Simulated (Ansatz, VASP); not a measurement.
# KI: VASP beside Ansatz

POSCAR

```
KI
1.0
    5.9161620490      0.0000000000      0.0000000000
   -2.9580810245      5.1235466273      0.0000000000
    0.0000000000      0.0000000000      6.8954285079
K I
2 2
Direct
    0.3333333333      0.6666666667     -0.0625000000
    0.6666666667      0.3333333333      0.4375000000
    0.3333333333      0.6666666667      0.4375000000
    0.6666666667      0.3333333333      0.9375000000
```

Contents of INCAR.step1:

```
PREC = Accurate ; ENCUT = 520
ISMEAR = 0 ; SIGMA = 0.01
LREAL = False ; LASPH = True
NELM = 100 ; NBANDS = 24
GGA = PE ; ALGO = Normal
EDIFF = 1E-4 ; LWAVE = True
LCHARG = False
```

Contents of INCAR.step2:

```
PREC = Accurate ; ENCUT = 520
EDIFF = 1E-7 ; ISMEAR = 0
SIGMA = 0.01 ; LREAL = False
LASPH = True ; NELM = 100
ALGO = Normal ; ISIF = 2
LWAVE = False ; LCHARG = False
METAGGA = R2SCAN ; LMIXTAU = True
NBANDS = 24 ; ISTART = 1
```

The input KPOINTS:

```
regular mesh
0
Gamma
  6 6 4
```

Input for Ansatz:

```yaml
crystal:
  lattice:
    - [5.916162049, 0.0, 0.0]
    - [-2.9580810245, 5.1235466273, 0.0]
    - [0.0, 0.0, 6.8954285079]
  atoms:
    - { symbol: K, position: [0.3333333333, 0.6666666667, -0.0625] }
    - { symbol: K, position: [0.6666666667, 0.3333333333, 0.4375] }
    - { symbol: I, position: [0.3333333333, 0.6666666667, 0.4375] }
    - { symbol: I, position: [0.6666666667, 0.3333333333, 0.9375] }
kpoints:
  mp_grid: { grid: [6, 6, 4] }
hamiltonian:
  xc: r2scan
scf:
  occupations: { method: fixed }
  n_extra_bands: 5
output:
  forces: true
  stress: true
  eigenvalues: true
```

Alike in both runs: task single point; functional r2SCAN; k mesh 6 × 6 × 4; no spin polarisation.

|  | VASP | Ansatz |
| --- | --- | --- |
| version | VASP 6.6.1 | Ansatz 0.2.0 |
| potentials or method | VASP PAW PBE potentials, release 64 (K_sv, I) | plane waves, PAW |
| plane-wave cutoff (eV) | 520 | 500 |
| occupations | gaussian, width 0.01 eV | fixed |
| valence electrons in the cell | 32 | 52 |

Ansatz gave:

| Quantity | Value |
| --- | --- |
| gap on the k mesh at the Fermi level (eV) | 4.41 |
| pressure (GPa) | 0.7 |
| traceless stress, the component that is largest in VASP (GPa) | 0.10 |

Q: What did VASP give for the same quantities?

A: gap on the k mesh at the Fermi level (eV): 4.41; pressure (GPa): 0.7; traceless stress, the component that is largest in VASP (GPa): 0.11.

VASP's potentials were made for PBE, not for r2SCAN. VASP's potentials hold 32 valence electrons a cell and Ansatz's 52, so a difference there can come from the potentials and not from the codes.

Neither program's run includes spin-orbit coupling.
